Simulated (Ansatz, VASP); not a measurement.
**Two plane-wave programs on MgO**

Contents of INCAR:

```
PREC = Accurate ; ENCUT = 840
EDIFF = 1E-6 ; ISMEAR = -1
SIGMA = 0.05 ; LREAL = False
LASPH = True ; NELM = 120
ALGO = Normal ; ISIF = 2
LWAVE = False ; LCHARG = True
GGA = CA ; LELF = True
LVHAR = True ; NBANDS = 15
GGA_COMPAT = False
```

The input KPOINTS:

```
regular mesh
0
Gamma
  9 9 9
```

POSCAR

```
MgO
1.0
    0.0000000000      2.1285000000      2.1285000000
    2.1285000000      0.0000000000      2.1285000000
    2.1285000000      2.1285000000      0.0000000000
Mg O
1 1
Direct
    0.0000000000      0.0000000000      0.0000000000
    0.5000000000      0.5000000000      0.5000000000
```

Input for Ansatz:

```yaml
crystal:
  lattice:
    - [0.0, 2.1285, 2.1285]
    - [2.1285, 0.0, 2.1285]
    - [2.1285, 2.1285, 0.0]
  atoms:
    - { symbol: Mg, position: [0.0, 0.0, 0.0] }
    - { symbol: O, position: [0.5, 0.5, 0.5] }
hamiltonian:
  xc: lda
  pseudopotentials: { kind: paw }
basis:
  ecutwfc: 420
kpoints:
  mp_grid: { grid: [9, 9, 9] }
scf:
  occupations: { method: fermi_dirac, width: 0.05 }
  lower_state_search: "off"
  algorithm: density_mixing
  max_iter: 60
  mixing: { algorithm: broyden, beta: 0.3, preconditioner: kerker }
output:
  forces: true
  stress: true
```

Alike in both runs: task single point; functional LDA; k mesh 9 × 9 × 9; occupations fermi-dirac, width 0.05 eV; no spin polarisation.

```csv
,VASP,Ansatz
version,VASP 6.6.1,Ansatz 0.2.0
potentials or method,"VASP PAW LDA potentials, release 64 (Mg_sv, O), cutoff 840 eV","PAW, plane waves, scalar-relativistic"
valence electrons in the cell,16,16
```

Ansatz gave:

```
pressure (GPa) : -10.4
```

Task: What did VASP give for the same quantities?

Result: Pressure (GPa): -10.0.

LDA's correlation is that of Perdew and Zunger in VASP and of Perdew and Wang (1992) in Ansatz.
